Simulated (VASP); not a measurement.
# TiNi (Pm-3m) in VASP: notebook

The runs below take TiNi through single point, with r2SCAN.

Program: VASP 6.6.1. These are calculated values, not measurements. Logs are shortened: lines on timing, memory, paths and dates and some standing lists are left out, and cuts for length are marked.

**1. The cell of the first run**

The structure is cubic, space group Pm-3m (No. 221). The conventional cell has a = 2.983 Å, b = 2.983 Å, c = 2.983 Å, α = 90.00°, β = 90.00°, γ = 90.00°. Within 3.4 Å of Ti (site symmetry m-3m) lie 8 Ni at 2.58 Å and 6 Ti at 2.98 Å. Ni (site symmetry m-3m) has 8 Ti at 2.58 Å and 6 Ni at 2.98 Å within 3.4 Å.

**2. Single point, r2SCAN**

The input, POSCAR:

```
TiNi
1.0
    2.9829300692      0.0000000000      0.0000000000
    0.0000000000      2.9829300692      0.0000000000
    0.0000000000      0.0000000000      2.9829300692
Ti Ni
1 1
Direct
    0.5000000000      0.5000000000      0.5000000000
    0.0000000000      0.0000000000      0.0000000000
```

The input, INCAR.step1:

```
PREC     = Accurate       # precision mode
ENCUT    = 520            # plane-wave cutoff, eV
ISMEAR   = 0              # smearing method
SIGMA    = 0.1            # smearing width, eV
LREAL    = False          # projectors in reciprocal space
LASPH    = True           # aspherical terms in the spheres
NELM     = 60             # most SCF steps
NBANDS   = 18             # bands
GGA      = PE             # functional
ALGO     = Normal         # electronic algorithm
EDIFF    = 1E-4           # SCF threshold, eV
LWAVE    = True           # write WAVECAR
LCHARG   = False          # write CHGCAR
```

The input, INCAR.step2:

```
PREC     = Accurate       # precision mode
ENCUT    = 520            # plane-wave cutoff, eV
EDIFF    = 1E-6           # SCF threshold, eV
ISMEAR   = 0              # smearing method
SIGMA    = 0.1            # smearing width, eV
LREAL    = False          # projectors in reciprocal space
LASPH    = True           # aspherical terms in the spheres
NELM     = 60             # most SCF steps
ALGO     = Normal         # electronic algorithm
ISIF     = 2              # what is computed and relaxed
LWAVE    = False          # write WAVECAR
LCHARG   = True           # write CHGCAR
METAGGA  = R2SCAN         # meta-GGA
LMIXTAU  = True         
LELF     = True           # ELF
LVHAR    = True         
NBANDS   = 18             # bands
ISTART   = 1
```

The input, KPOINTS:

```
Automatic mesh
0
Gamma
  14 14 14
```

Potentials or basis: VASP PAW PBE potentials, release 64 (Ti_sv, Ni).

Started as:

```bash
$ cat potpaw_PBE.64/Ti_sv/POTCAR potpaw_PBE.64/Ni/POTCAR > POTCAR
$ cp INCAR.step1 INCAR
$ mpirun -np 1 vasp_std > vasp.out
$ cp INCAR.step2 INCAR
$ mpirun -np 1 vasp_std > vasp.out
```

OUTCAR:

```text
PREC = Accurate
   ENCUT = 520
   EDIFF = 1E-6
   ISMEAR = 0
   LREAL = False
   LASPH = True
   NELM = 60
   ISIF = 2
   METAGGA = R2SCAN
   ISTART = 1

 ion  position               nearest neighbor table
   1  0.500  0.500  0.500-   2 2.58   2 2.58   2 2.58   2 2.58   2 2.58   2 2.58   2 2.58   2 2.58

   2  0.000  0.000  0.000-   1 2.58   1 2.58   1 2.58   1 2.58   1 2.58   1 2.58   1 2.58   1 2.58

  LATTYP: Found a simple cubic cell.
 ALAT       =     2.9829300692

  Lattice vectors:

 A1 = (   2.9829300692,   0.0000000000,   0.0000000000)
 A2 = (   0.0000000000,   2.9829300692,   0.0000000000)
 A3 = (   0.0000000000,   0.0000000000,   2.9829300692)

Analysis of symmetry for initial positions (statically):
=====================================================================
 Subroutine PRICEL returns:
 Original cell was already a primitive cell.

 Routine SETGRP: Setting up the symmetry group for a
 simple cubic supercell.

 Subroutine GETGRP returns: Found 48 space group operations
 (whereof 48 operations were pure point group operations)
 out of a pool of 48 trial point group operations.

The static configuration has the point symmetry O_h .

Analysis of symmetry for dynamics (positions and initial velocities):
=====================================================================
 Subroutine PRICEL returns:
 Original cell was already a primitive cell.

 Routine SETGRP: Setting up the symmetry group for a
 simple cubic supercell.

 Subroutine GETGRP returns: Found 48 space group operations
 (whereof 48 operations were pure point group operations)
 out of a pool of 48 trial point group operations.

The dynamic configuration has the point symmetry O_h .

 Subroutine INISYM returns: Found 48 space group operations
 (whereof 48 operations are pure point group operations),
 and found     1 'primitive' translations

----------------------------------------------------------------------------------------

                                     Primitive cell

  volume of cell :      26.5417

  direct lattice vectors                    reciprocal lattice vectors
     2.982930069  0.000000000  0.000000000     0.335240846  0.000000000  0.000000000
     0.000000000  2.982930069  0.000000000     0.000000000  0.335240846  0.000000000
[... 75 lines left out ...]
 SYSTEM =  unknown system
   PREC   = accura    normal or accurate (medium, high low for compatibility)
   ISTART =      1    job   : 0-new  1-cont  2-samecut
   ICHARG =      0    charge: 1-file 2-atom 10-const
   ISPIN  =      1    spin polarized calculation?
   LNONCOLLINEAR =      F non collinear calculations
   LSORBIT =      F    spin-orbit coupling
   LASPH  =      T    aspherical Exc in radial PAW
   ENCUT  =  520.0 eV  38.22 Ry    6.18 a.u.   5.55  5.55  5.55*2*pi/ulx,y,z
   NELM   =     60;   NELMIN=  2; NELMDL=  0     # of ELM steps
   EDIFF  = 0.1E-05   stopping-criterion for ELM
   LREAL  =      F    real-space projection
   EDIFFG = 0.1E-04   stopping-criterion for IOM
   NSW    =      0    number of steps for IOM
   IBRION =     -1    ionic relax: 0-MD 1-quasi-New 2-CG
   NFREE  =      0    steps in history (QN), initial steepest desc. (CG)
   ISIF   =      2    stress and relaxation
   ISYM   =      2    0-nonsym 1-usesym 2-fastsym
   POTIM  = 0.5000    time-step for ionic-motion
   TEBEG  =    0.0;   TEEND  =   0.0 temperature during run
   PSTRESS=    0.0 pullay stress
   NELECT =      22.0000    total number of electrons
   NUPDOWN=      -1.0000    fix difference up-down
   EMIN   =  10.00;   EMAX   =-10.00  energy-range for DOS
   EFERMI =   0.00;   METHOD = LEGACY
   ISMEAR =     0;   SIGMA  =   0.10  broadening in eV -4-tet -1-fermi 0-gaus
   EFERMI_NEDOS =   21; number of points for ismear=-14 and -15
   IALGO  =     38    algorithm
   IMIX   =      4    mixing-type and parameters
     AMIX     =   0.40;   BMIX     =  1.00
     AMIX_MAG =   1.60;   BMIX_MAG =  1.00
  volume/ion in A,a.u.               =      13.27        89.56
  Fermi-wavevector in a.u.,A,eV,Ry     =   1.537822  2.906062 32.176358  2.364896
  Thomas-Fermi vector in A             =   2.644277
   LORBIT       =      0    0 simple, 1 ext, 2 COOP (PROOUT), +10 PAW based schemes
   METAGGA = R2SCAN    functional components
   LHFCALC =     F    Hartree Fock is set to
   AEXX    =    0.0000 exact exchange contribution
   IVDW    =     0    specifies the selected vdW correction
   LEPSILON=     F    determine dielectric tensor
   LRPA    =     F    only Hartree local field effects (RPA)
 non-spin polarized calculation
 Gauss-broadening in eV      SIGMA  =   0.10
  energy-cutoff  :      520.00
  volume of cell :       26.54
 maximum number of plane-waves:       739
 NGX is ok and might be reduce to    24
   NGX = 11   NGY = 11   NGZ = 11

 number of electron      21.9999985 magnetization

 Free energy of the ion-electron system (eV)
  ---------------------------------------------------
  ext. energy  EPLUGINS =         0.00000000
  ---------------------------------------------------
  free energy    TOTEN  =       -25.57795725 eV

  energy without entropy =      -25.56545223  energy(sigma->0) =      -25.57170474

 E-fermi :   9.6585     XC(G=0): -13.5883

 val. band max:        9.6481136658   @ k =   0.5000   0.4286   0.0000
 cond. band min:       9.6709443032   @ k =   0.3571   0.0000   0.0000
 fundamental gap:      0.0228306374
 Fermi energy:         9.6584586758

 k-point     1 :       0.0000    0.0000    0.0000
  band No.  band energies     occupation
      1     -49.9412      2.00000
      2     -24.9869      2.00000
      3     -24.9869      2.00000
      4     -24.9869      2.00000
      5       1.3666      2.00000
      6       5.5716      2.00000
[... 481 lines left out ...]
      5       4.2602      2.00000
      6       6.0643      2.00000
[... 10 lines left out ...]
     17      19.2409      0.00000
     18      23.5460      0.00000

 [... further k-points ...]
[... 5 lines left out ...]
  --------------------------------------------------------------------------------------
  -------------------------------------------------------------------------------------
  Total        0.2495181      0.2495181      0.2495181      0.0000000      0.0000000     -0.0000000
  in kB       15.0620295     15.0620295     15.0620295      0.0000000      0.0000000     -0.0000000
  external PRESSURE =      15.0620295 kB  Pullay stress =       0.0000000 kB

 VOLUME and BASIS-vectors are now :
 -----------------------------------------------------------------------------
  energy-cutoff  :      520.00
  volume of cell :       26.54
      direct lattice vectors                 reciprocal lattice vectors
     2.982930069  0.000000000  0.000000000     0.335240846  0.000000000  0.000000000
     0.000000000  2.982930069  0.000000000     0.000000000  0.335240846  0.000000000
     0.000000000  0.000000000  2.982930069     0.000000000  0.000000000  0.335240846

 POSITION                                       TOTAL-FORCE (eV/Angst)
 -----------------------------------------------------------------------------------
      1.49147      1.49147      1.49147         0.000000      0.000000      0.000000
      0.00000      0.00000      0.00000         0.000000      0.000000      0.000000
 -----------------------------------------------------------------------------------
    total drift:                                0.000000      0.000000     -0.000000

  FREE ENERGIE OF THE ION-ELECTRON SYSTEM (eV)
  ---------------------------------------------------
  free  energy   TOTEN  =       -25.5779572540 eV

  energy  without entropy=      -25.5654522282  energy(sigma->0) =      -25.57170474
```

OUTCAR.step1:

```text
PREC = Accurate
   ENCUT = 520
   ISMEAR = 0
   LREAL = False
   LASPH = True
[... 727 lines left out ...]
      1.49147      1.49147      1.49147         0.000000      0.000000      0.000000
      0.00000      0.00000      0.00000         0.000000      0.000000      0.000000
 -----------------------------------------------------------------------------------
    total drift:                                0.000000      0.000000     -0.000000

  FREE ENERGIE OF THE ION-ELECTRON SYSTEM (eV)
  ---------------------------------------------------
  free  energy   TOTEN  =       -14.0155490325 eV

  energy  without entropy=      -14.0012934192  energy(sigma->0) =      -14.00842123
```

OSZICAR.step1:

```text
N       E                     dE             d eps       ncg     rms          rms(c)
DAV:   1     0.171862360655E+03    0.17186E+03   -0.11123E+04  4408   0.161E+03
DAV:   2    -0.152943495701E+01   -0.17339E+03   -0.16885E+03  4370   0.362E+02
DAV:   3    -0.157921877926E+02   -0.14263E+02   -0.14050E+02  6750   0.981E+01
DAV:   4    -0.163400042368E+02   -0.54782E+00   -0.54192E+00  5260   0.164E+01
DAV:   5    -0.163570244058E+02   -0.17020E-01   -0.17017E-01  5234   0.285E+00    0.130E+01
DAV:   6    -0.144443416129E+02    0.19127E+01   -0.11039E+01  4854   0.499E+01    0.643E+00
DAV:   7    -0.157187172070E+02   -0.12744E+01   -0.12248E+01  5438   0.415E+01    0.185E+01
DAV:   8    -0.140162141444E+02    0.17025E+01   -0.10880E+01  5402   0.320E+01    0.152E+00
DAV:   9    -0.140341091382E+02   -0.17895E-01   -0.22955E-01  6202   0.557E+00    0.176E+00
DAV:  10    -0.140165809179E+02    0.17528E-01   -0.55246E-02  6012   0.309E+00    0.447E-01
DAV:  11    -0.140158974274E+02    0.68349E-03   -0.27496E-03  5554   0.527E-01    0.216E-01
DAV:  12    -0.140155485078E+02    0.34892E-03   -0.10129E-03  5512   0.334E-01    0.335E-02
DAV:  13    -0.140155490325E+02   -0.52470E-06   -0.48074E-05  2418   0.651E-02
   1 F= -.14015549E+02 E0= -.14008421E+02  d E =-.142556E-01
```

Run time: 74 s. Hardware: 1 thread of Intel Xeon 6975P-C (Granite Rapids), shared host; peak memory 0.19 GiB.

Results:

```
Free energy            : -25.5780 eV
Pressure               : 1.5 GPa
Band gap on the k mesh : zero (band 11 reaches 10.20 eV, above the bottom of band 12 at 8.35 eV)
```

Caveat: the PAW data sets were made with another functional, which shifts forces and pressure a little.

**3. Single point, r2SCAN**

This run uses another cell than the first one, of 13.42 Å³/atom, 1.011 times its volume.

The input, POSCAR:

```
TiNi
1.0
    2.9942975548      0.0000000000      0.0000000000
    0.0000000000      2.9942975548      0.0000000000
    0.0000000000      0.0000000000      2.9942975548
Ti Ni
1 1
Direct
    0.5000000000      0.5000000000      0.5000000000
    0.0000000000      0.0000000000      0.0000000000
```

The input, INCAR.step1:

```
PREC = Accurate
ENCUT = 520
ISMEAR = 0
SIGMA = 0.1
LREAL = F
LASPH = T
NELM = 100
NBANDS = 18
GGA = PE
ALGO = Normal
EDIFF = 1E-4
LWAVE = T
LCHARG = F
```

The input, INCAR.step2:

```
PREC = Accurate
ENCUT = 520
EDIFF = 1E-7
ISMEAR = 0
SIGMA = 0.1
LREAL = F
LASPH = T
NELM = 100
ALGO = Normal
ISIF = 2
LWAVE = F
LCHARG = T
METAGGA = R2SCAN
LMIXTAU = T
LELF = T
LVHAR = T
NBANDS = 18
ISTART = 1
```

The input, KPOINTS:

```
regular mesh
0
Gamma
  14 14 14
```

Potentials or basis: VASP PAW PBE potentials, release 64 (Ti_sv, Ni).

Started as:

```bash
$ cat potpaw_PBE.64/Ti_sv/POTCAR potpaw_PBE.64/Ni/POTCAR > POTCAR
$ cp INCAR.step1 INCAR
$ mpirun -np 1 vasp_std > vasp.out
$ cp INCAR.step2 INCAR
$ mpirun -np 1 vasp_std > vasp.out
```

OUTCAR:

```text
PREC = Accurate
   ENCUT = 520
   EDIFF = 1E-7
   ISMEAR = 0
   LREAL = F
   LASPH = T
   NELM = 100
   ISIF = 2
   METAGGA = R2SCAN
   ISTART = 1

 ion  position               nearest neighbor table
   1  0.500  0.500  0.500-   2 2.59   2 2.59   2 2.59   2 2.59   2 2.59   2 2.59   2 2.59   2 2.59

   2  0.000  0.000  0.000-   1 2.59   1 2.59   1 2.59   1 2.59   1 2.59   1 2.59   1 2.59   1 2.59

  LATTYP: Found a simple cubic cell.
 ALAT       =     2.9942975548

  Lattice vectors:
[... 191 lines left out ...]
      3     -25.1609      2.00000
      4     -25.1609      2.00000
      5       1.2708      2.00000
      6       5.4887      2.00000
[... 481 lines left out ...]
      5       4.1470      2.00000
      6       5.9651      2.00000
[... 10 lines left out ...]
     17      18.9836      0.00000
     18      23.2836      0.00000

 [... further k-points ...]
[... 5 lines left out ...]
  --------------------------------------------------------------------------------------
  -------------------------------------------------------------------------------------
  Total       -0.0804228     -0.0804228     -0.0804228     -0.0000000     -0.0000000     -0.0000000
  in kB       -4.7995971     -4.7995971     -4.7995971     -0.0000000     -0.0000000     -0.0000000
  external PRESSURE =      -4.7995971 kB  Pullay stress =       0.0000000 kB

 VOLUME and BASIS-vectors are now :
 -----------------------------------------------------------------------------
  energy-cutoff  :      520.00
  volume of cell :       26.85
      direct lattice vectors                 reciprocal lattice vectors
     2.994297555  0.000000000  0.000000000     0.333968145  0.000000000  0.000000000
     0.000000000  2.994297555  0.000000000     0.000000000  0.333968145  0.000000000
     0.000000000  0.000000000  2.994297555     0.000000000  0.000000000  0.333968145

 POSITION                                       TOTAL-FORCE (eV/Angst)
 -----------------------------------------------------------------------------------
      1.49715      1.49715      1.49715         0.000000      0.000000      0.000000
      0.00000      0.00000      0.00000         0.000000      0.000000      0.000000
 -----------------------------------------------------------------------------------
    total drift:                                0.000000      0.000000     -0.000000

  FREE ENERGIE OF THE ION-ELECTRON SYSTEM (eV)
  ---------------------------------------------------
  free  energy   TOTEN  =       -25.5790902995 eV

  energy  without entropy=      -25.5665913277  energy(sigma->0) =      -25.57284081
```

OUTCAR.step1:

```text
PREC = Accurate
   ENCUT = 520
   ISMEAR = 0
   LREAL = F
   LASPH = T
[... 726 lines left out ...]
 -----------------------------------------------------------------------------------
      1.49715      1.49715      1.49715         0.000000      0.000000      0.000000
      0.00000      0.00000      0.00000         0.000000      0.000000      0.000000
 -----------------------------------------------------------------------------------
    total drift:                                0.000000      0.000000     -0.000000

  FREE ENERGIE OF THE ION-ELECTRON SYSTEM (eV)
  ---------------------------------------------------
  free  energy   TOTEN  =       -14.0224808501 eV

  energy  without entropy=      -14.0082240801  energy(sigma->0) =      -14.01535247
```

It took 80 s on 1 thread of Intel Xeon 6975P-C (Granite Rapids), shared host; peak memory 0.19 GiB.

Results:

* Free energy: -25.5791 eV
* Pressure: -0.5 GPa
* Band gap on the k mesh: zero (band 11 reaches 10.04 eV, above the bottom of band 12 at 8.22 eV)

Levels at points of the mesh, in eV from the Fermi level:
| k point | band 9 | band 10 | band 11 | band 12 | band 13 | band 14 |
| --- | --- | --- | --- | --- | --- | --- |
| (0.00, 0.00, 0.00) | -2.06 | -2.06 | 0.53 | 0.53 | 2.69 | 2.69 |
| (0.50, 0.00, 0.00) | -2.18 | -1.75 | -0.66 | -0.64 | 0.69 | 0.69 |
| (0.50, 0.50, 0.00) | -1.32 | -0.75 | 0.33 | 0.33 | 1.01 | 2.36 |
| (0.50, 0.50, 0.50) | -2.28 | -2.28 | -1.29 | -1.29 | 3.31 | 3.31 |

Caveat: the PAW data sets were made with another functional, which shifts forces and pressure a little.

(Continued in part 2 of 3.)
